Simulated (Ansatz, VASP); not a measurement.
**LaPb3 in VASP and in Ansatz**

```
CELL_PARAMETERS angstrom
4.97056 0.00000 0.00000
0.00000 4.97056 0.00000
0.00000 0.00000 4.97056
ATOMIC_POSITIONS crystal
La 0.00000 0.00000 0.00000
Pb 0.00000 0.50000 0.50000
Pb 0.50000 0.00000 0.50000
Pb 0.50000 0.50000 0.00000
```

Change from the starting cell: volume scaled by 1.04.

Alike in both runs: task single point; functional PBEsol; k mesh 7 × 7 × 7; occupations fermi-dirac, width 0.05 eV; no spin polarisation.

|  | VASP | Ansatz |
| --- | --- | --- |
| version | VASP 6.6.1 | Ansatz 0.2.0 |
| potentials or method | VASP PAW PBE potentials, release 64 (La, Pb_d), cutoff 520 eV | all-electron LAPW, scalar-relativistic |

```tsv
	VASP	Ansatz	Ansatz less VASP
pressure (GPa)	-2.7	-2.7	+0.08
```

VASP's potentials were made for PBE, not for PBEsol. Ansatz ran all-electron here, and VASP with PAW potentials.

Spin-orbit coupling is off throughout.
